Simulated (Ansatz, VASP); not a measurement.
**One calculation of Sn3Te, two programs**

```
Sn Te
1.0
     4.87778    0.00000    0.00000
     0.00000    4.87778    0.00000
     0.00000    0.00000    4.87778
Sn Te
3 1
Cartesian
  2.4389 2.4389 0.0000
  2.4389 0.0000 2.4389
  0.0000 2.4389 2.4389
  0.0000 0.0000 0.0000
```

Alike in both runs: functional PBE; k mesh 10 × 10 × 10; occupations gaussian, width 0.1 eV; no spin polarisation.

Ansatz relaxed the structure, and its values are those at the end. VASP's run is a single point on that final structure, the one shown.

|  | VASP | Ansatz |
| --- | --- | --- |
| version | VASP 6.6.1 | Ansatz 0.2.0 |
| potentials or method | VASP PAW PBE potentials, release 64 (Sn_d, Te), cutoff 520 eV | scalar-relativistic, plane waves, PAW |
| valence electrons in the cell | 48 | 58 |

|  | VASP | Ansatz | Ansatz less VASP |
| --- | --- | --- | --- |
| gap on the k mesh at the Fermi level (eV) | none | none | - |
| pressure (GPa) | -0.1 | 0.0 | +0.02 |

A gap of «none» marks a metal or a gap that the smearing closes. VASP's potentials hold 48 valence electrons a cell and Ansatz's 58, so a difference there can come from the potentials and not from the codes.

Spin-orbit coupling is off throughout.
